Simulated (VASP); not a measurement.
Write the native input for VASP 6.6.1 that does the following.

| Item | Value |
| --- | --- |
| Task | single point |
| Functional | PBE |
| Potentials or basis | VASP PAW PBE potentials, release 64 (Al, N) |
| Cutoff | 520 eV |
| k mesh | 6 × 6 × 4 |
| Occupations | gaussian, width 0.1 eV |
| Spin | collinear spin, ferromagnetic start |
| Starting moments | [0.0, 0.0, 0.0, 0.0, 0.0, 1.0] μB |
| Dipole correction | no |
| Further INCAR settings | ALGO = Normal; EDIFF = 1e-07; NBANDS = 23 |

The structure of Al5N lies in POSCAR:

```
Al5N
1.0
    5.0753162700      0.0000000000      0.0000000000
   -2.5376581400      4.3953528200      0.0000000000
    0.0000000000      0.0000000000      4.2252214400
Al N
5 1
Direct
    0.0000000000      0.5000000000      0.5000000000
    0.3333333300      0.6666666700      0.0000000000
    0.6666666700      0.3333333300      0.0000000000
    0.5000000000      0.0000000000      0.5000000000
    0.5000000000      0.5000000000      0.5000000000
    0.0000000000      0.0000000000      0.0000000000
```

The cell was built from a structure type or drawn by symmetry, and may not be a known phase.

One way to write it, as run:

INCAR

```
SYSTEM = Al5N
ALGO = Normal
EDIFF = 1E-7
ENCUT = 520
GGA = PE
ISIF = 2
ISMEAR = 0
ISPIN = 2
LASPH = .True.
LCHARG = .False.
LORBIT = 11
LREAL = .False.
LWAVE = .False.
MAGMOM = 0 0 0 0 0 1
NBANDS = 23
NELM = 150
PREC = Accurate
SIGMA = 0.1
```

KPOINTS

```
k-points
0
Gamma
  6 6 4
  0 0 0
```

Potentials or basis: VASP PAW PBE potentials, release 64 (Al, N).

Launch:

```sh
$ cat potpaw_PBE.64/Al/POTCAR potpaw_PBE.64/N/POTCAR > POTCAR
$ mpirun -np 1 vasp_std > vasp.out
```

Results of the run:

```
Pressure                                              : 12.0 GPa
Net moment                                            : 1.10 μB per cell
Site moments                                          : Al +0.01, +0.00 (each value once); N +0.79 μB
Valence electrons inside the program's atomic spheres : Al 0.88, 0.81 (each value once); N 3.33
```

Caveat: the k points lie up to 0.37 Å⁻¹ apart.

Wall time 68 s on 1 thread of Intel(R) Xeon(R) Platinum 8488C (Sapphire Rapids), with other jobs on the host, peak memory 0.27 GiB.
